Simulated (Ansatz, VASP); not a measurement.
# AlGa3N4: VASP beside Ansatz

Contents of INCAR:

```
SYSTEM = AlGa3N4
PREC = Accurate
ENCUT = 520
EDIFF = 1E-7
ISMEAR = 0
SIGMA = 0.05
LREAL = .FALSE.
LASPH = .TRUE.
NELM = 100
ALGO = Normal
ISIF = 2
LWAVE = .FALSE.
LCHARG = .TRUE.
GGA = PS
LELF = .TRUE.
LVHAR = .TRUE.
NBANDS = 41
```

Contents of KPOINTS:

```
Automatic mesh
0
G
  6 6 6
  0 0 0
```

File POSCAR:

```
AlGa3N4
1.0
    4.5716719665      0.0000000000      0.0000000000
    0.0000000000      4.4675774128      0.0000000000
    0.0000000000      0.0000000000      4.4675774128
Al Ga N
1 3 4
Direct
    0.0000000000      0.0000000000      0.0000000000
    0.5000000000      0.5000000000      0.0000000000
    0.5000000000      0.0000000000      0.5000000000
    0.0000000000      0.5000000000      0.5000000000
    0.7550464072      0.7550464072      0.2449535928
    0.7550464072      0.2449535928      0.7550464072
    0.2449535928      0.7550464072      0.7550464072
    0.2449535928      0.2449535928      0.2449535928
```

Input for Ansatz:

```yaml
crystal:
  lattice:
    - [4.5716719665, 0.0, 0.0]
    - [0.0, 4.4675774128, 0.0]
    - [0.0, 0.0, 4.4675774128]
  atoms:
    - { symbol: Al, position: [0.0, 0.0, 0.0] }
    - { symbol: Ga, position: [0.5, 0.5, 0.0] }
    - { symbol: Ga, position: [0.5, 0.0, 0.5] }
    - { symbol: Ga, position: [0.0, 0.5, 0.5] }
    - { symbol: "N", position: [0.7550464072, 0.7550464072, 0.2449535928] }
    - { symbol: "N", position: [0.7550464072, 0.2449535928, 0.7550464072] }
    - { symbol: "N", position: [0.2449535928, 0.7550464072, 0.7550464072] }
    - { symbol: "N", position: [0.2449535928, 0.2449535928, 0.2449535928] }
basis:
  ecutwfc: 520.0
kpoints:
  mp_grid: { grid: [6, 6, 6] }
hamiltonian:
  xc: pbesol
  pseudopotentials: { kind: paw, azcp: { folder: soft_1 } }
scf:
  occupations: { method: gaussian, width: 0.05 }
output:
  forces: true
  stress: true
  eigenvalues: true
```

Change from the starting cell: mode 4 frozen in at +0.000 Å, normal strain along x +0.0233.

Alike in both runs: task single point; functional PBEsol; k mesh 6 × 6 × 6; occupations gaussian, width 0.05 eV; no spin polarisation.

```csv
,VASP,Ansatz
version,VASP 6.6.1,Ansatz 0.2.0
potentials or method,"VASP PAW PBE potentials, release 64 (Al, Ga_d, N), cutoff 520 eV","scalar-relativistic, plane waves, PAW"
valence electrons in the cell,62,62
```

|  | VASP | Ansatz | Ansatz less VASP |
| --- | --- | --- | --- |
| gap on the k mesh at the Fermi level (eV) | 2.11 | 2.10 | -0.014 |
| least direct gap on the mesh (eV) | 2.11 | 2.10 | -0.014 |
| pressure (GPa) | -4.4 | -4.2 | +0.16 |
| traceless stress, the component that is largest in VASP (GPa) | -2.07 | -2.06 | +0.013 |
| rms of the force components (eV/Å) | 0.010 | 0.009 | -0.0011 |

VASP's potentials were made for PBE, not for PBEsol, and Ansatz warns of the same on its side. Atom by atom the forces differ by 0.004 eV/Å (rms over components).
